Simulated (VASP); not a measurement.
# Si8HO16 (a cell with a defect) in VASP: a series of runs

Si8HO16 (a cell with a defect) is run at these levels: PBE+D3(BJ); tasks: single point.

Everything below comes from runs of VASP 6.6.1. Logs are shortened: lines on timing, memory, paths and dates and some standing lists are left out, and cuts for length are marked.

### 1 The cell of the first run

The cell holds a defect, 25 atoms: a = 5.824 Å, b = 5.824 Å, c = 5.298 Å, α = 90.00°, β = 90.00°, γ = 90.00°.

### 2 Single point, PBE+D3(BJ), collinear spin

Contents of INCAR:

```
SYSTEM = Si8HO16
ALGO = Normal
EDIFF = 1E-6
ENCUT = 520
GGA = PE
ISIF = 2
ISMEAR = -1
ISPIN = 2
IVDW = 12
LASPH = .TRUE.
LCHARG = .FALSE.
LORBIT = 11
LREAL = Auto
LWAVE = .FALSE.
MAGMOM = 0 0 0 0 0 0 0 0 0 0 0 0 0 0 0 0 0 0 0 0 0 0 0 0 1
NBANDS = 86
NELM = 150
PREC = Accurate
SIGMA = 0.05
```

Contents of KPOINTS:

```
k-points
0
G
  2 2 2
  0 0 0
```

Contents of POSCAR:

```
Si8HO16
1.0
   -4.1180000000     -4.1180000000      0.0000000000
    4.1180000000     -4.1180000000      0.0000000000
    0.0000000000      0.0000000000      5.2980000000
Si O H
8 16 1
Direct
    0.6316658572      0.4920349684      0.0711023028
   -0.0001214182      0.4792132103      0.3204416761
    0.5471102477      0.4601991258      0.5907701019
   -0.0035089849      0.5109397766      0.7418271046
    0.0518698397     -0.0052695483      0.0580973952
    0.4890966489      0.0386838271      0.3538316346
    0.0161607576     -0.1147037397      0.5458286146
    0.5083171442      0.0399101506      0.8660626652
    0.2364983001      0.5265905780      0.0237259343
   -0.0534604177      0.2034118504      0.2568516421
    0.8295896066      0.4969281204      0.1058512646
   -0.0143759106      0.7903351141      0.1684220461
    0.1455803788      0.4774647887      0.5464892412
   -0.0493200583      0.1913793103      0.8448093620
    0.8113161729      0.5537153958      0.4001887505
   -0.0485915493      0.6897765906      0.7754246886
    0.7143880525      0.0848834386     -0.0327482069
    0.5027926178      0.6482758621      0.3511513779
    0.3388659543      0.0012748907      0.0344469611
    0.5179941719      0.3118018456      0.2647791619
    0.6484094220      0.0688319573      0.5844092110
    0.5906629432      0.7420956775      0.7162514156
    0.2693661972      0.0283511413      0.5860324651
    0.5577707625      0.3043467703      0.7070026425
    0.3425206411      0.4647887324      0.4953378633
```

Potentials or basis: VASP PAW PBE potentials, release 64 (Si, O, H).

The run is started by

```bash
$ cat potpaw_PBE.64/Si/POTCAR potpaw_PBE.64/O/POTCAR potpaw_PBE.64/H/POTCAR > POTCAR
$ mpirun -np 1 vasp_std > vasp.out
```

OUTCAR:

```text
SYSTEM = Si8HO16
   EDIFF = 1E-6
   ENCUT = 520
   GGA = PE
   ISIF = 2
   ISMEAR = -1
   ISPIN = 2
   IVDW = 12
   LASPH = .TRUE.
   LORBIT = 11
   LREAL = Auto
   NELM = 150
   PREC = Accurate
 IVDW          = 12

 ion  position               nearest neighbor table
   1  0.632  0.492  0.071-  11 1.17  20 1.61  18 1.90  15 2.06  24 2.26   9 2.32  22 2.39  17 2.48
                             2 2.52   3 2.60   4 2.75   3 2.80   8 2.94   6 3.15
   2  1.000  0.479  0.320-  15 1.25  13 1.47  11 1.51  10 1.67  12 1.98   9 2.11   4 2.24   1 2.52
                             7 2.65   3 3.00   4 3.07
   3  0.547  0.460  0.591-  24 1.10  25 1.29  18 1.70  22 1.79  15 1.92  20 1.94  13 2.35  21 2.35
                             1 2.60   4 2.75   6 2.78   1 2.80   8 2.86   2 3.00
   4  0.996  0.511  0.742-  16 1.09  13 1.36  14 1.96   9 2.05  15 2.12  11 2.16   2 2.24   7 2.42
                             1 2.75   3 2.75   2 3.07
   5  0.052  0.995  0.058-  12 1.38  19 1.68  14 1.71  10 1.72  17 2.09  16 2.40   7 2.67   7 2.80
                             8 2.86   6 3.00
   6  0.489  0.039  0.354-  21 1.54  20 1.67  23 1.78  19 1.92  18 2.28  17 2.45  24 2.46   8 2.59
                             8 2.72   3 2.78   5 3.00   7 3.07   1 3.15
   7  0.016  0.885  0.546-  23 1.71  16 1.71  12 2.08  15 2.40  21 2.40  14 2.41   4 2.42  10 2.44
                            13 2.49   2 2.65   5 2.67   5 2.80   6 3.07
   8  0.508  0.040  0.866-  17 1.34  19 1.35  21 1.71  24 1.78  22 1.97  23 2.04   6 2.59   6 2.72
                             3 2.86   5 2.86   1 2.94
   9  0.236  0.527  0.024-   4 2.05   2 2.11   1 2.32
  10  0.947  0.203  0.257-   2 1.67   5 1.72   7 2.44
  11  0.830  0.497  0.106-   1 1.17   2 1.51  15 1.60  12 1.96   4 2.16
  12  0.986  0.790  0.168-   5 1.38  11 1.96   2 1.98   7 2.08
  13  0.146  0.477  0.546-  25 1.18   4 1.36   2 1.47   3 2.35   7 2.49
  14  0.951  0.191  0.845-  17 1.64   5 1.71   4 1.96   7 2.41
  15  0.811  0.554  0.400-   2 1.25  11 1.60  18 1.90   3 1.92   1 2.06   4 2.12   7 2.40
  16  0.951  0.690  0.775-   4 1.09   7 1.71   5 2.40
  17  0.714  0.085  0.967-   8 1.34  14 1.64   5 2.09   6 2.45   1 2.48
  18  0.503  0.648  0.351-   3 1.70   1 1.90  15 1.90   6 2.28
  19  0.339  0.001  0.034-   8 1.35   5 1.68   6 1.92
  20  0.518  0.312  0.265-   1 1.61   6 1.67   3 1.94
  21  0.648  0.069  0.584-   6 1.54  24 1.61   8 1.71   3 2.35   7 2.40
  22  0.591  0.742  0.716-   3 1.79   8 1.97   1 2.39
  23  0.269  0.028  0.586-   7 1.71   6 1.78   8 2.04
  24  0.558  0.304  0.707-   3 1.10  21 1.61   8 1.78   1 2.26   6 2.46
  25  0.343  0.465  0.495-  13 1.18   3 1.29

 -----------------------------------------------------------------------------
|                                                                             |
|           W    W    AA    RRRRR   N    N  II  N    N   GGGG   !!!           |
|           W    W   A  A   R    R  NN   N  II  NN   N  G    G  !!!           |
|           W    W  A    A  R    R  N N  N  II  N N  N  G       !!!           |
|           W WW W  AAAAAA  RRRRR   N  N N  II  N  N N  G  GGG   !            |
|           WW  WW  A    A  R   R   N   NN  II  N   NN  G    G                |
|           W    W  A    A  R    R  N    N  II  N    N   GGGG   !!!           |
|                                                                             |
|     The distance between some ions is very small. Please check the          |
|     nearest-neighbor list in the OUTCAR file.                               |
|     I HOPE YOU KNOW WHAT YOU ARE DOING!                                     |
|                                                                             |
 -----------------------------------------------------------------------------

  LATTYP: Found a simple tetragonal cell.
 ALAT       =     5.8237314499
 C/A-ratio  =     0.9097260143

  Lattice vectors:

 A1 = (  -4.1180000000,  -4.1180000000,   0.0000000000)
 A2 = (   4.1180000000,  -4.1180000000,   0.0000000000)
 A3 = (   0.0000000000,   0.0000000000,   5.2980000000)

Analysis of symmetry for initial positions (statically):
=====================================================================
 Subroutine PRICEL returns:
 Original cell was already a primitive cell.

 Routine SETGRP: Setting up the symmetry group for a
 simple tetragonal supercell.

 Subroutine GETGRP returns: Found  1 space group operations
 (whereof  1 operations were pure point group operations)
 out of a pool of 16 trial point group operations.

The static configuration has the point symmetry C_1 .

Analysis of symmetry for dynamics (positions and initial velocities):
=====================================================================
 Subroutine PRICEL returns:
 Original cell was already a primitive cell.

 Routine SETGRP: Setting up the symmetry group for a
 simple tetragonal supercell.

 Subroutine GETGRP returns: Found  1 space group operations
 (whereof  1 operations were pure point group operations)
 out of a pool of 16 trial point group operations.
[... 144 lines left out ...]
   EDIFF  = 0.1E-05   stopping-criterion for ELM
   LREAL  =      T    real-space projection
   EDIFFG = 0.1E-04   stopping-criterion for IOM
   NSW    =      0    number of steps for IOM
   IBRION =     -1    ionic relax: 0-MD 1-quasi-New 2-CG
   NFREE  =      0    steps in history (QN), initial steepest desc. (CG)
   ISIF   =      2    stress and relaxation
   ISYM   =      2    0-nonsym 1-usesym 2-fastsym
   POTIM  = 0.5000    time-step for ionic-motion
   TEBEG  =    0.0;   TEEND  =   0.0 temperature during run
   PSTRESS=    0.0 pullay stress
   NELECT =     129.0000    total number of electrons
   NUPDOWN=      -1.0000    fix difference up-down
   EMIN   =  10.00;   EMAX   =-10.00  energy-range for DOS
   EFERMI =   0.00;   METHOD = LEGACY
   ISMEAR =    -1;   SIGMA  =   0.05  broadening in eV -4-tet -1-fermi 0-gaus
   EFERMI_NEDOS =   21; number of points for ismear=-14 and -15
   IALGO  =     38    algorithm
   IMIX   =      4    mixing-type and parameters
     AMIX     =   0.40;   BMIX     =  1.00
     AMIX_MAG =   1.60;   BMIX_MAG =  1.00
  volume/ion in A,a.u.               =       7.19        48.50
  Fermi-wavevector in a.u.,A,eV,Ry     =   1.465885  2.770121 29.236449  2.148818
  Thomas-Fermi vector in A             =   2.581688
   LORBIT       =     11    0 simple, 1 ext, 2 COOP (PROOUT), +10 PAW based schemes
   GGA     = PE    functional components
   LHFCALC =     F    Hartree Fock is set to
   AEXX    =    0.0000 exact exchange contribution
   IVDW    =    12    specifies the selected vdW correction
   LEPSILON=     F    determine dielectric tensor
   LRPA    =     F    only Hartree local field effects (RPA)
 spin polarized calculation
  energy-cutoff  :      520.00
  volume of cell :      179.69
 maximum number of plane-waves:      4862
 NGX is ok and might be reduce to    48
   NGX = 21   NGY = 21   NGZ = 19

 number of electron     129.0000009 magnetization       0.0426380

 Free energy of the ion-electron system (eV)
  ---------------------------------------------------
  ext. energy  EPLUGINS =         0.00000000
  ---------------------------------------------------
  free energy    TOTEN  =       -85.50542749 eV

  energy without entropy =      -85.45884645  energy(sigma->0) =      -85.48213697

 E-fermi :  11.1445     XC(G=0): -12.3975

 val. band max:       11.1386543251   @ k =   0.0000   0.0000   0.5000
 cond. band min:      11.1520209494   @ k =   0.0000   0.0000   0.5000
 fundamental gap:      0.0133666243
 Fermi energy:        11.1444873416

 spin component 1

 k-point     1 :       0.0000    0.0000    0.0000
  band No.  band energies     occupation
      1     -17.0498      1.00000
      2     -15.5094      1.00000
      3     -15.3778      1.00000
      4     -14.3167      1.00000
      5     -13.4796      1.00000
      6     -12.0974      1.00000
[... 621 lines left out ...]
     75      16.8272      0.00000
     76      17.3314      0.00000
 Fermi energy:        11.1444873416

 spin component 2

 k-point     1 :       0.0000    0.0000    0.0000
  band No.  band energies     occupation
      1     -17.0350      1.00000
      2     -15.4926      1.00000
      3     -15.3625      1.00000
      4     -14.3139      1.00000
      5     -13.4928      1.00000
      6     -12.0861      1.00000
[... 621 lines left out ...]
     75      16.8482      0.00000
     76      17.3254      0.00000
 [bands above 76 left out]

------------------------ aborting loop because EDIFF is reached ----------------------------------------

 Edisp (eV)   -6.14812

 E8    (eV) :    -2.0952

  FORCE on cell =-STRESS in cart. coord.  units (eV):
  Direction    XX          YY          ZZ          XY          YZ          ZX
  --------------------------------------------------------------------------------------
  -------------------------------------------------------------------------------------
  Total     248.18829   199.07154   175.06113     9.19846     6.13758    -7.72798
  in kB    2212.97874  1775.02764  1560.93804    82.01837    54.72595   -68.90681
  external pressure =     1849.65 kB  Pullay stress =        0.00 kB

 VOLUME and BASIS-vectors are now :
 -----------------------------------------------------------------------------
  energy-cutoff  :      520.00
  volume of cell :      179.69
      direct lattice vectors                 reciprocal lattice vectors
    -4.118000000 -4.118000000  0.000000000    -0.121418164 -0.121418164  0.000000000
     4.118000000 -4.118000000  0.000000000     0.121418164 -0.121418164  0.000000000
     0.000000000  0.000000000  5.298000000     0.000000000  0.000000000  0.188750472

 POSITION                                       TOTAL-FORCE (eV/Angst)
 -----------------------------------------------------------------------------------
     -0.57500     -4.62740      0.37670        40.820864     37.349358     -8.970520
     -2.14410     -6.09090      1.69770       -30.001666    -11.342911    -22.009878
     -0.35790     -4.14810      3.12990        44.584681    -50.331987    -40.486422
     -1.99950     -6.20760      3.93020       -61.606841     45.215054      8.623699
      3.88270     -4.30990      0.30780        12.073146    -10.721076     -4.812350
     -1.85480     -2.17340      1.87460        -2.162814      2.295655     -3.044399
[... 17 lines left out ...]
     -1.04360     -3.55020      3.74570       -33.711161     36.316853     47.509344
      0.50350     -3.32450      2.62430         4.036809      2.705276     -3.015446
 -----------------------------------------------------------------------------------
    total drift:                               -0.001920     -0.014294      0.014333

  FREE ENERGIE OF THE ION-ELECTRON SYSTEM (eV)
  ---------------------------------------------------
  free  energy   TOTEN  =       -91.6535438761 eV

  energy  without entropy=      -91.6069628395  energy(sigma->0) =      -91.63025336

 total charge

# of ion       s       p       d       tot
------------------------------------------
    1        0.828   1.384   0.000   2.212
    2        0.808   1.502   0.000   2.309
    3        0.902   1.637   0.000   2.540
    4        0.941   1.731   0.000   2.672
    5        0.707   1.118   0.000   1.825
    6        0.676   0.914   0.000   1.590
[... 17 lines left out ...]
   24        1.742   4.138   0.000   5.880
   25        0.619   0.095   0.000   0.714
--------------------------------------------------
tot         33.227  70.943   0.000 104.170

 magnetization (x)

# of ion       s       p       d       tot
------------------------------------------
    1        0.003   0.002   0.000   0.004
    2       -0.000  -0.000   0.000  -0.000
    3        0.009   0.020   0.000   0.029
    4        0.001   0.001   0.000   0.003
    5       -0.001  -0.003   0.000  -0.004
    6       -0.000  -0.001   0.000  -0.001
[... 17 lines left out ...]
   24        0.000   0.005   0.000   0.006
   25        0.045   0.008   0.000   0.053
--------------------------------------------------
tot          0.003   0.044   0.000   0.047
```

Wall time 6.6 min (1 thread of Intel Xeon 6975P-C (Granite Rapids), shared host); peak memory 0.45 GiB.

What came out:

```
Free energy                                           : -91.6535 eV
Pressure                                              : 185.0 GPa
Largest force                                         : 80.787 eV/Å
Net moment                                            : 0.04 μB per cell
Site moments                                          : Si +0.00, -0.00, +0.03, -0.07 (each value once); O +0.00, -0.01, -0.02, +0.03, +0.02, +0.01, -0.00 (each value once); H +0.05 μB
Valence electrons inside the program's atomic spheres : Si 2.21, 2.31, 2.54, 2.67, 1.82, 1.59, 1.47, 2.17; O 4.98, 5.23, 5.92, 5.38, 5.62, 5.10, 5.65, 5.44, 5.13, 5.51, 5.34, 5.32, 5.08, 5.17, 5.88 (each value once); H 0.71
Dispersion energy per atom                            : -0.246 eV
```

Forces on the atoms (eV/Å):
```
Si   40.821  37.349  -8.971
Si  -30.002 -11.343 -22.010
Si   44.585 -50.332 -40.486
Si  -61.607  45.215   8.624
Si   12.073 -10.721  -4.812
Si   -2.163   2.296  -3.044
Si    5.921  -1.638  -0.884
Si   -3.140   3.172 -23.099
O    -1.345   1.822  -0.927
O    -6.689  -0.784   4.673
O   -31.042 -29.268 -12.952
O    -4.459   5.496   9.157
O   -13.507  -8.160  -7.231
O    -4.130  -8.686  -7.481
O    24.739  10.616  30.043
O    67.180 -43.453  11.191
O    -9.134  -5.298  16.139
O     8.545  -0.869  -4.892
O     9.114  13.184  13.293
O    -2.397   5.596   2.093
O   -12.631   1.058  -7.318
O    -0.551   4.937   6.255
O    -0.507   0.791  -1.853
O   -33.711  36.317  47.509
H     4.037   2.705  -3.015
```

Stress tensor (GPa, compression positive):
```
221.30   8.20  -6.89
  8.20 177.50   5.47
 -6.89   5.47 156.09
```

Caveat: the k points lie up to 0.59 Å⁻¹ apart; atoms lie so close that the PAW spheres overlap strongly, which falsifies energies and pressures.

[end of part 1 of 2]
